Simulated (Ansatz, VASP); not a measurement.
SiCl in VASP and in Ansatz

```
Si Cl
1.0
     3.06014    0.00000    0.00000
     0.00000    3.06014    0.00000
     0.00000    0.00000    4.16541
Si Cl
1 1
Cartesian
  1.5301 1.5301 2.0827
  0.0000 0.0000 0.0000
```

Alike in both runs: functional PBE; k mesh 18 × 18 × 14; occupations gaussian, width 0.1 eV; no spin polarisation.

Ansatz relaxed the structure, and its values are those at the end. VASP's run is a single point on that final structure, the one shown.

```csv
,VASP,Ansatz
version,VASP 6.6.1,Ansatz 0.2.0
potentials or method,"VASP PAW PBE potentials, release 64 (Si, Cl), cutoff 520 eV","scalar-relativistic, plane waves, PAW"
valence electrons in the cell,11,11
```

|  | VASP | Ansatz | Ansatz less VASP |
| --- | --- | --- | --- |
| gap on the k mesh at the Fermi level (eV) | none | none | - |
| pressure (GPa) | 0.0 | 0.0 | +0.04 |

A gap of «none» marks a metal or a gap that the smearing closes.
